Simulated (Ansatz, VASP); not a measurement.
# PbSe: VASP beside Ansatz

INCAR

```
  PREC = Accurate
  ENCUT = 600
  EDIFF = 1E-6
  ISMEAR = -1
  SIGMA = 0.05
  LREAL = F
  LASPH = T
  NELM = 80
  ALGO = Normal
  ISIF = 3
  LWAVE = F
  LCHARG = F
  GGA = B5
  ALDAX = 1.0
  AGGAX = 1.0
  AGGAC = 1.0
  ALDAC = 0.0
  IVDW = 13
  VDW_S6 = 1.0
  VDW_S8 = 2.34076671
  VDW_A1 = 0.44488865
  VDW_A2 = 4.0933009
  IBRION = 2
  NSW = 60
  EDIFFG = -0.01
```

Contents of KPOINTS:

```
Automatic mesh
0
Gamma
  7 7 7
```

File POSCAR:

```
PbSe
1.0
    3.7843220000      0.0000000000      0.0000000000
    0.0000000000      3.7843220000      0.0000000000
    0.0000000000      0.0000000000      3.7843220000
Pb Se
1 1
Direct
    0.0000000000      0.0000000000      0.0000000000
    0.5000000000      0.5000000000      0.5000000000
```

Contents of input.yaml:

```yaml
crystal:
  lattice:
    - [3.784322, 0.0, 0.0]
    - [0.0, 3.784322, 0.0]
    - [0.0, 0.0, 3.784322]
  atoms:
    - { symbol: Pb, position: [0.0, 0.0, 0.0] }
    - { symbol: Se, position: [0.5, 0.5, 0.5] }
hamiltonian:
  xc: blyp
  pseudopotentials: { kind: paw }
  dispersion: d4
kpoints:
  mp_grid: { grid: [7, 7, 7] }
scf:
  occupations: { method: fermi_dirac, width: 0.05 }
output:
  forces: true
  stress: true
  eigenvalues: true
relax:
  f_tol: 0.01
  max_steps: 40
  cell: { stress_tol: 0.05 }
```

Alike in both runs: task relaxation of cell and atoms; functional BLYP; dispersion D4; k mesh 7 × 7 × 7; occupations fermi-dirac, width 0.05 eV; no spin polarisation.

```csv
,VASP,Ansatz
version,VASP 6.6.1,Ansatz 0.2.0
potentials or method,"VASP PAW PBE potentials, release 64 (Pb_d, Se)",Ansatz PAW
plane-wave cutoff (eV),600,420
valence electrons in the cell,20,30
```

```tsv
	VASP	Ansatz	Ansatz less VASP
gap on the k mesh at the Fermi level, each at its own relaxed structure (eV)	none	none	-
relaxed volume (Å³/atom)	27.05	26.94	-0.103
relaxed cell length with the largest relative difference (Å)	3.782	3.777	-0.0048
```

VASP's potentials were made for PBE, not for BLYP. A gap of «none» marks a metal or a gap that the smearing closes. VASP's potentials hold 20 valence electrons a cell and Ansatz's 30, so a difference there can come from the potentials and not from the codes.

Spin-orbit coupling is off throughout. Noted on Ansatz's run: the plane-wave basis is chosen anew once the cell has moved, so the energies of steps on either side of that aren't comparable.
